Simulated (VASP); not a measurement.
## Ru12C (a cell with a defect): single point with LDA

System: Ru12C (a cell with a defect).

```
CELL_PARAMETERS angstrom
5.40000 0.00000 0.00000
-4.05000 7.01481 0.00000
0.00000 0.00000 4.27680
ATOMIC_POSITIONS crystal
Ru 0.00440 0.00413 0.06148
Ru 0.19465 0.25845 0.47552
Ru 0.99686 0.33737 0.99466
Ru 0.15242 0.55052 0.49858
Ru 0.99907 0.66243 0.99811
Ru 0.17965 0.87432 0.48760
Ru 0.50142 0.99833 0.00009
Ru 0.66412 0.21845 0.49410
Ru 0.51062 0.33682 0.99377
Ru 0.67441 0.55389 0.49686
Ru 0.49307 0.65978 0.99365
Ru 0.62995 0.87040 0.48243
C 0.00524 0.01158 0.63448
```

```
Program             : VASP 6.6.1
Task                : single point
Functional          : LDA
Potentials or basis : VASP PAW LDA potentials, release 64 (Ru_pv, C)
Cutoff              : 520 eV
k mesh              : 4 × 3 × 4
Occupations         : gaussian, width 0.1 eV
Spin                : no spin polarisation
```

```yaml
Pressure: 12.3 GPa
Largest_force: 0.070 eV/Å
Band_gap_on_the_k_mesh: zero (bands 86 and 87 overlap by 0.62 eV)
```

Forces in eV/Å, atoms in the order of the input:
```
Ru   0.023 -0.015  0.031
Ru   0.002  0.051  0.003
Ru   0.004 -0.008 -0.012
Ru   0.010  0.008  0.000
Ru  -0.007  0.009 -0.003
Ru   0.022 -0.032 -0.003
Ru   0.008 -0.006 -0.017
Ru  -0.017 -0.001  0.001
Ru  -0.005  0.004 -0.012
Ru  -0.004  0.018  0.002
Ru   0.015  0.013 -0.013
Ru  -0.047 -0.049  0.015
C   -0.003  0.008  0.006
```

Stress tensor (GPa, compression positive):
```
11.18  0.18  0.46
 0.18 11.90 -0.78
 0.46 -0.78 13.72
```

Levels at points of the mesh, in eV from the Fermi level:
| k point | band 83 | band 84 | band 85 | band 86 | band 87 | band 88 | band 89 | band 90 |
| --- | --- | --- | --- | --- | --- | --- | --- | --- |
| (0.00, 0.00, 0.00) | -0.36 | -0.07 | 0.06 | 0.10 | 0.42 | 0.50 | 0.58 | 0.93 |
| (0.50, 0.00, 0.00) | -1.06 | -0.91 | -0.81 | -0.68 | -0.32 | -0.25 | -0.08 | 0.27 |
| (0.00, 0.00, 0.50) | -0.34 | -0.08 | -0.04 | 0.07 | 0.09 | 0.42 | 0.46 | 0.63 |
| (0.50, 0.00, 0.50) | -1.22 | -1.00 | -0.22 | -0.12 | 0.00 | 0.17 | 0.32 | 0.38 |

Wall time 9.5 min on 1 thread of AMD EPYC 7R43 64-Core Processor (Zen 3) (shared host), peak memory 0.36 GiB.

Caveat: the k points lie up to 0.37 Å⁻¹ apart, too coarse for converged energies and pressures of a metal.
